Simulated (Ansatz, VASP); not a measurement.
**Two plane-wave programs on MoS2**

```xyz
6
Lattice="-3.1414 0.0000 0.0000 -1.5707 -2.7206 0.0000 0.0000 0.0000 18.5788" Properties=species:S:1:pos:R:3 pbc="T T T"
Mo   -1.5707   -0.9069    3.1447
Mo   -3.1414   -1.8137    9.4341
S    -1.5707   -0.9069    7.8750
S    -3.1414   -1.8137    1.5856
S    -1.5707   -0.9069   10.9932
S    -3.1414   -1.8137    4.7038
```

Alike in both runs: task single point; functional PBEsol; k mesh 10 × 10 × 2; occupations gaussian, width 0.05 eV; no spin polarisation.

|  | VASP | Ansatz |
| --- | --- | --- |
| version | VASP 6.6.1 | Ansatz 0.2.0 |
| potentials or method | VASP PAW PBE potentials, release 64 (Mo_sv, S), cutoff 520 eV | scalar-relativistic, plane waves, PAW |
| valence electrons in the cell | 52 | 52 |

|  | VASP | Ansatz | Ansatz less VASP |
| --- | --- | --- | --- |
| gap on the k mesh at the Fermi level (eV) | 1.45 | 1.44 | -0.014 |
| least direct gap on the mesh (eV) | 2.02 | 2.01 | -0.005 |
| rms of the force components (eV/Å) | 0.010 | 0.010 | +0.0002 |

VASP's potentials were made for PBE, not for PBEsol. Atom by atom the forces differ by 0.001 eV/Å (rms over components).
